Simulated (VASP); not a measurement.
Set up this calculation in VASP 6.6.1, as the native input.

| Item | Value |
| --- | --- |
| Task | single point |
| Functional | LDA |
| Potentials or basis | VASP PAW LDA potentials, release 64 (Bi_d) |
| Cutoff | 520 eV |
| k mesh | 12 × 12 × 12 |
| Occupations | gaussian, width 0.1 eV |
| Spin | no spin polarisation |
| Dipole correction | no |
| Further INCAR settings | ALGO = Fast; EDIFF = 1e-07; NBANDS = 22 |

The structure of Bi lies in POSCAR:

```
Bi
1.0
    2.2673427742      1.3090509611      3.8817322630
   -2.2673427742      1.3090509611      3.8817322630
    0.0000000000     -2.6181019221      3.8817322630
Bi
2
Direct
    0.2371283432      0.2371283432      0.2371283432
    0.7628716568      0.7628716568      0.7628716568
```

One way to write it, as run:

INCAR

```
ALGO     = Fast           # electronic algorithm
EDIFF    = 1E-7           # SCF threshold, eV
ENCUT    = 520            # plane-wave cutoff, eV
ISIF     = 2              # what is computed and relaxed
ISMEAR   = 0              # smearing method
LASPH    = T              # aspherical terms in the spheres
LCHARG   = F              # write CHGCAR
LREAL    = F              # projectors in reciprocal space
LWAVE    = F              # write WAVECAR
NBANDS   = 22             # bands
NELM     = 80             # most SCF steps
PREC     = Accurate       # precision mode
SIGMA    = 0.1            # smearing width, eV
```

KPOINTS

```
k-points
0
Gamma
  12 12 12
```

Potentials or basis: VASP PAW LDA potentials, release 64 (Bi_d).

The run is started by

```sh
$ cat potpaw_LDA.64/Bi_d/POTCAR > POTCAR
$ mpirun -np 1 vasp_std > vasp.out
```

It gave:

- Pressure: -1.5 GPa
- Largest force: 0.097 eV/Å
- Band gap on the k mesh: zero (bands 15 and 16 overlap by 0.19 eV)

Caveat: spin-orbit coupling is left out, which moves the levels of the heavy elements.

Run time: 2.3 min on 1 thread of Intel(R) Xeon(R) 6975P-C (Granite Rapids), with other jobs on the host, peak memory 0.33 GiB.
